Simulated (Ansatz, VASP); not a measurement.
## Zr3Bi2F3: VASP beside Ansatz

```
CELL_PARAMETERS angstrom
3.72827 2.15252 3.21874
-3.72827 2.15252 3.21874
0.00000 -4.30504 3.21874
ATOMIC_POSITIONS crystal
Zr 0.12839 0.87161 0.50000
Zr 0.87161 0.50000 0.12839
Zr 0.50000 0.12839 0.87161
Bi 0.65774 0.65774 0.65774
Bi 0.34226 0.34226 0.34226
F 0.19768 0.80232 0.00000
F 0.80232 0.00000 0.19768
F 0.00000 0.19768 0.80232
```

Change from the starting cell: species swapped into the Nb3Al2Mo3 type (R32, No. 155).

Alike in both runs: functional PBE; k mesh 3 × 3 × 3; occupations gaussian, width 0.1 eV; no spin polarisation.

Ansatz relaxed the structure, and its values are those at the end. VASP's run is a single point on that final structure, the one shown.

```csv
,VASP,Ansatz
version,VASP 6.6.1,Ansatz 0.2.0
potentials or method,"VASP PAW PBE potentials, release 64 (Zr_sv, Bi_d, F), cutoff 520 eV","scalar-relativistic, plane waves, PAW"
valence electrons in the cell,87,87
```

```csv
,VASP,Ansatz,Ansatz less VASP
gap on the k mesh at the Fermi level (eV),none,none,-
pressure (GPa),-0.3,-0.2,+0.09
rms of the force components (eV/Å),0.004,0.004,+0.0005
```

A gap of «none» marks a metal or a gap that the smearing closes. The functional is the same, so the differences come from potentials, cutoffs and numerics.

The k mesh is coarse, so the values compare programs but aren't converged. Spin-orbit coupling is off throughout.
